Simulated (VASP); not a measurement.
KH3, 8 atoms in the cell. The structure is tetragonal, space group I4/mcm (No. 140). Conventional cell: a = 8.523 Å, b = 8.523 Å, c = 9.706 Å, α = 90.00°, β = 90.00°, γ = 90.00°. Within 3.2 Å of K (site symmetry 4/m) lie 2 H at 2.43 Å. H (site symmetry m2m) has 1 H at 0.75 Å within 1.0 Å. Within 3.2 Å of H (site symmetry 422) lie 2 K at 2.43 Å. 

```yaml
Program: VASP 6.6.1
Task: relaxation of cell and atoms
Functional: PBE
Potentials_or_basis: VASP PAW PBE potentials, release 64 (K_sv, H)
Cutoff: 600 eV
k_mesh: 4 × 4 × 4
Occupations: gaussian, width 0.02 eV
Spin: no spin polarisation
Dipole_correction: no
Further_INCAR_settings: ALGO = Normal; EDIFF = 1e-07; IBRION = 2; EDIFFG = -0.01; NSW = 100; ISIF = 3
```

Potentials or basis: VASP PAW PBE potentials, release 64 (K_sv, H).

Launch:

```console
$ cat potpaw_PBE.64/K_sv/POTCAR potpaw_PBE.64/H/POTCAR > POTCAR
$ mpirun -np 1 vasp_std > vasp.out
```

Hardware: 1 thread of Intel(R) Xeon(R) 6975P-C (Granite Rapids) (shared host).

Task: How long does it take, and how much memory?

Result: Wall time 18 min on 1 thread of Intel(R) Xeon(R) 6975P-C (Granite Rapids), on a shared host, peak memory 0.66 GiB. Counts: scf iterations 181, k points 13, ion steps 19.
